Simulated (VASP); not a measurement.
Here is a VASP 6.6.1 calculation.

File INCAR:

```
SYSTEM = TiN
  PREC = Accurate
  ENCUT = 600
  EDIFF = 1E-6
  ISMEAR = 0
  SIGMA = 0.1
  LREAL = .FALSE.
  LASPH = .TRUE.
  NELM = 120
  ALGO = Normal
  ISIF = 2
  LWAVE = .FALSE.
  LCHARG = .TRUE.
  GGA = PS
  LELF = .TRUE.
  LVHAR = .TRUE.
  NBANDS = 16
  GGA_COMPAT = .FALSE.
```

The input KPOINTS:

```
Automatic mesh
0
G
  18 18 18
  0 0 0
```

File POSCAR:

```
TiN
1.0
    0.0000000000      2.0142806802      2.0142806802
    2.0142806802      0.0000000000      2.0142806802
    2.0142806802      2.0142806802      0.0000000000
Ti N
1 1
Direct
    0.0000000000      0.0000000000      0.0000000000
    0.5000000000      0.5000000000      0.5000000000
```

Potentials or basis: VASP PAW PBE potentials, release 64 (Ti_sv, N).

Run with:

```bash
$ cat potpaw_PBE.64/Ti_sv/POTCAR potpaw_PBE.64/N/POTCAR > POTCAR
$ mpirun -np 1 vasp_std > vasp.out
```

(1) Predict the band gap on the k mesh.

(2) Estimate the pressure.

## Answers

(1) zero (an odd number of electrons rules out a gap without spin polarisation).

(2) 50.6 GPa.

Caveat: the cell stands under pressure; the PAW data sets were made with another functional, which shifts forces and pressure a little.
